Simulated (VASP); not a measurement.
# In2TeS (P-6m2) in VASP: a series of runs, part 2 of 2

VASP 6.6.1. Earlier steps stand in the parts before.

## 3. Single point, PBE

This run uses another cell than the first one, of 57.30 Å³/atom, 2.038 times its volume.

Input file INCAR:

```
ALGO = Normal
EDIFF = 1E-7
ENCUT = 520
GGA = PE
ISIF = 2
ISMEAR = 0
LASPH = True
LCHARG = False
LREAL = False
LWAVE = False
NBANDS = 27
NELM = 100
PREC = Accurate
SIGMA = 0.1
```

Input file KPOINTS:

```
k-points
0
Gamma
  6 6 2
```

Input file POSCAR:

```
In2TeS
1.0
    5.1908871944     -0.0000000038      0.0000000000
   -2.5954435939      4.4954401805      0.0000000000
    0.0000000000      0.0000000000      9.8221743288
In Te S
2 1 1
Direct
    0.6666666667      0.3333333333      0.2582570763
    0.6666666667      0.3333333333      0.7417429237
    0.0000000000      0.0000000000      0.0000000000
    0.6666666667      0.3333333333      0.0000000000
```

Potentials or basis: VASP PAW PBE potentials, release 64 (In_d, Te, S).

Command:

```
cat potpaw_PBE.64/In_d/POTCAR potpaw_PBE.64/Te/POTCAR potpaw_PBE.64/S/POTCAR > POTCAR
mpirun -np 1 vasp_std > vasp.out
```

It took 2.4 min on 1 thread of Intel Xeon Platinum 8488C (Sapphire Rapids), shared host; peak memory 0.39 GiB.

The run converged. Its results:

```
Free energy            : -10.7411 eV
Pressure               : 0.1 GPa
Largest force          : 0.029 eV/Å
Band gap on the k mesh : zero (band 19 reaches 1.57 eV, above the bottom of band 20 at 1.33 eV)
```

Forces in eV/Å, atoms in the order of the input:
```
In   0.000  0.000 -0.029
In   0.000  0.000  0.029
Te   0.000  0.000  0.000
S    0.000  0.000  0.000
```

Stress tensor (GPa, compression positive):
```
0.15 0.00 0.00
0.00 0.15 0.00
0.00 0.00 0.02
```

Levels at points of the mesh, in eV from the Fermi level:
```csv
k point,band 16,band 17,band 18,band 19,band 20,band 21,band 22,band 23
"(0.00, 0.00, 0.00)",-3.81,-2.16,-1.06,-0.23,-0.23,1.01,1.92,1.92
"(0.50, 0.00, 0.00)",-3.12,-2.16,-1.85,0.00,0.14,1.11,1.22,1.35
"(0.00, 0.00, 0.50)",-3.81,-2.77,-1.08,-0.23,-0.23,1.77,1.77,2.75
"(0.50, 0.00, 0.50)",-3.11,-2.38,-2.19,0.01,0.57,0.67,1.18,1.22
```

Caveat: spin-orbit coupling is left out, which moves the levels of the heavy elements.

## 4. Relaxation of cell and atoms, PBE

Input file INCAR:

```
SYSTEM = In2TeS
  PREC = Accurate
  ENCUT = 600
  EDIFF = 1E-7
  ISMEAR = 0
  SIGMA = 0.1
  LREAL = .False.
  LASPH = .True.
  NELM = 80
  ALGO = Normal
  ISIF = 3
  LWAVE = .False.
  LCHARG = .False.
  GGA = PE
  IBRION = 2
  NSW = 90
  EDIFFG = -0.04
```

Input file KPOINTS:

```
Automatic mesh
0
Gamma
  6 6 2
  0 0 0
```

Input file POSCAR:

```
In2TeS
1.0
    3.9525546900      0.0000000000      0.0000000000
   -1.9762773400      3.4230127700      0.0000000000
    0.0000000000      0.0000000000      8.3141527800
In Te S
2 1 1
Direct
    0.6666666700      0.3333333300      0.2560527100
    0.6666666700      0.3333333300      0.7439472900
    0.0000000000      0.0000000000      0.0000000000
    0.6666666700      0.3333333300      0.0000000000
```

Command:

```
cat potpaw_PBE.64/In_d/POTCAR potpaw_PBE.64/Te/POTCAR potpaw_PBE.64/S/POTCAR > POTCAR
mpirun -np 1 vasp_std > vasp.out
```

It took 14 min on 1 thread of Intel Xeon Platinum 8488C (Sapphire Rapids), shared host; peak memory 0.28 GiB.

It converged, with:

| Item | Value |
| --- | --- |
| Free energy | -10.7172 eV |
| Relaxed volume | 58.17 Å³/atom |
| Relaxed cell | a = 5.238 Å, b = 5.238 Å, c = 9.795 Å, α = 90.00°, β = 90.00°, γ = 120.00° |
| Space group after relaxing (to 0.05 Å) | P-6m2 (No. 187) |
| Energy gained by relaxing | 1676.0 meV/atom |
| Ionic steps | 22 |
| Pressure after relaxing | 0.0 GPa |
| Largest force after relaxing | 0.026 eV/Å |
| Band gap on the k mesh | zero (band 19 reaches 1.43 eV, above the bottom of band 20 at 1.23 eV) |

Forces on the atoms (eV/Å):
```
In   0.000  0.000 -0.026
In   0.000  0.000  0.026
Te   0.000  0.000  0.000
S    0.000  0.000  0.000
```

Stress tensor (GPa, compression positive):
```
-0.10  0.00  0.00
 0.00 -0.10  0.00
 0.00  0.00  0.04
```

Step by step:
```
step  energy change (eV)  largest force (eV/Å)  pressure (GPa)  volume (Å³)
   1              0.0000                8.7327           35.35       112.49
   2             -5.1051                0.4032           -2.54       244.60
   3             -6.0804                0.2258            1.23       172.87
   4             -6.0817                0.2663            0.90       175.30
   5             -6.2946                0.2760           -0.10       183.03
   6             -6.4965                0.3885           -0.50       193.50
   7             -6.6025                0.2794           -0.07       212.69
   8             -6.6238                0.4083           -0.45       206.44
   9             -6.6250                0.4031           -0.42       207.17
  10             -6.6354                0.0394            0.46       201.67
  11             -6.6398                0.1833            0.13       203.55
  12             -6.6499                0.1540            0.16       204.11
  13             -6.6688                0.0676            0.28       205.73
  14             -6.6683                0.1093            0.66       208.77
  15             -6.6738                0.0349            0.48       207.45
  16             -6.6827                0.0649            0.22       211.97
  17             -6.6860                0.1669           -0.04       216.98
  18             -6.6953                0.1120           -0.01       221.09
  19             -6.7030                0.0554            0.11       229.56
  20             -6.7032                0.0047            0.09       227.80
  21             -6.7033                0.0230            0.10       228.47
  22             -6.7042                0.0261           -0.05       232.69
```

Final structure:
```
In Te S
1.0
     5.23751    0.00000    0.00000
    -2.61875    4.53581    0.00000
     0.00000    0.00000    9.79474
In Te S
2 1 1
Direct
  0.66667 0.33333 0.25860
  0.66667 0.33333 0.74140
  0.00000 0.00000 0.00000
  0.66667 0.33333 0.00000
```

Levels at points of the mesh, in eV from the Fermi level:
```csv
k point,band 15,band 16,band 17,band 18,band 19,band 20,band 21,band 22,band 23
"(0.00, 0.00, 0.00)",-3.71,-3.71,-2.08,-1.03,-0.20,-0.20,1.09,1.93,1.93
"(0.50, 0.00, 0.00)",-4.15,-3.05,-2.07,-1.79,-0.02,0.23,1.17,1.18,1.38
"(0.00, 0.00, 0.50)",-3.71,-3.71,-2.70,-1.05,-0.20,-0.20,1.77,1.77,2.76
"(0.50, 0.00, 0.50)",-4.09,-3.04,-2.34,-2.10,-0.01,0.67,0.72,1.18,1.20
```

Caveat: the k points lie up to 0.32 Å⁻¹ apart in the final cell; the volume moved by over 15 % at a fixed basis, so the end points are rough; spin-orbit coupling is left out, which moves the levels of the heavy elements.

## 5. Single point, PBE

This run uses another cell than the first one, of 58.37 Å³/atom, 2.076 times its volume.

Input file INCAR:

```
SYSTEM = In2TeS
PREC     = Accurate       ! precision mode
ENCUT    = 520            ! plane-wave cutoff, eV
EDIFF    = 1E-7           ! SCF threshold, eV
ISMEAR   = 0              ! smearing method
SIGMA    = 0.1            ! smearing width, eV
LREAL    = .False.        ! projectors in reciprocal space
LASPH    = .True.         ! aspherical terms in the spheres
NELM     = 60             ! most SCF steps
ALGO     = Normal         ! electronic algorithm
ISIF     = 2              ! what is computed and relaxed
LWAVE    = .False.        ! write WAVECAR
LCHARG   = .True.         ! write CHGCAR
GGA      = PE             ! functional
LELF     = .True.         ! ELF
LVHAR    = .True.       
NBANDS   = 27             ! bands
```

Input file KPOINTS:

```
Automatic mesh
0
Gamma
  12 12 6
  0 0 0
```

Input file POSCAR:

```
In2TeS
1.0
    5.2446865459      0.0000000000      0.0000000000
   -2.6223432730      4.5420317837      0.0000000000
    0.0000000000      0.0000000000      9.8018072861
In Te S
2 1 1
Direct
    0.6666666667      0.3333333333      0.2582366095
    0.6666666667      0.3333333333      0.7417633905
    0.0000000000      0.0000000000      0.0000000000
    0.6666666667      0.3333333333      0.0000000000
```

Command:

```
cat potpaw_PBE.64/In_d/POTCAR potpaw_PBE.64/Te/POTCAR potpaw_PBE.64/S/POTCAR > POTCAR
mpirun -np 1 vasp_std > vasp.out
```

It took 9.3 min on 1 thread of Intel Xeon Platinum 8488C (Sapphire Rapids), shared host; peak memory 0.67 GiB.

The run converged. Its results:

- Free energy: -10.7565 eV
- Pressure: 0.0 GPa
- Largest force: 0.004 eV/Å
- Band gap on the k mesh: zero (band 19 reaches 1.39 eV, above the bottom of band 20 at 1.20 eV)

Forces in eV/Å, atoms in the order of the input:
```
In   0.000  0.000  0.004
In   0.000  0.000 -0.004
Te   0.000  0.000  0.000
S    0.000  0.000  0.000
```

Levels at points of the mesh, in eV from the Fermi level:
```csv
k point,band 16,band 17,band 18,band 19,band 20,band 21,band 22,band 23
"(0.00, 0.00, 0.00)",-3.64,-2.01,-0.97,-0.14,-0.14,1.17,1.99,1.99
"(0.50, 0.00, 0.00)",-2.98,-1.99,-1.72,0.04,0.31,1.23,1.24,1.45
"(0.00, 0.00, 0.50)",-3.64,-2.62,-0.98,-0.14,-0.14,1.83,1.83,2.82
"(0.50, 0.00, 0.50)",-2.97,-2.26,-2.03,0.05,0.75,0.80,1.23,1.27
```

Caveat: spin-orbit coupling is left out, which moves the levels of the heavy elements.

## 6. The runs side by side

```tsv
task	cell	k mesh	cutoff (eV)	gap on the mesh (eV)	pressure (GPa)	largest force (eV/Å)
single point	a = 3.953, b = 3.953, c = 8.314 Å, angles 90.0, 90.0, 120.0°, 4 atoms	6 × 6 × 2	520	none	35.3	8.73
single point	a = 5.191, b = 5.191, c = 9.822 Å, angles 90.0, 90.0, 120.0°, 4 atoms	6 × 6 × 2	520	none	0.1	0.03
relaxation of cell and atoms	relaxed from a = 3.953, b = 3.953, c = 8.314 Å, angles 90.0, 90.0, 120.0°, 4 atoms	6 × 6 × 2	600	none	0.0	0.03
single point	a = 5.245, b = 5.245, c = 9.802 Å, angles 90.0, 90.0, 120.0°, 4 atoms	12 × 12 × 6	520	none	0.0	-
```

Alike in all rows: level PBE; potentials or basis VASP PAW PBE potentials, release 64 (In_d, Te, S); no spin polarisation; smearing gaussian 0.1 eV.

Caveats: some runs use coarse meshes; spin-orbit coupling is left out, which moves the levels of the heavy elements; forces of over 1 eV/Å act on the atoms, so gaps and moduli don't describe the material at rest (some runs); the volume moved by over 15 % at a fixed basis, so the end points are rough (some runs).

Absolute energies hang on the potentials; compare differences alone.
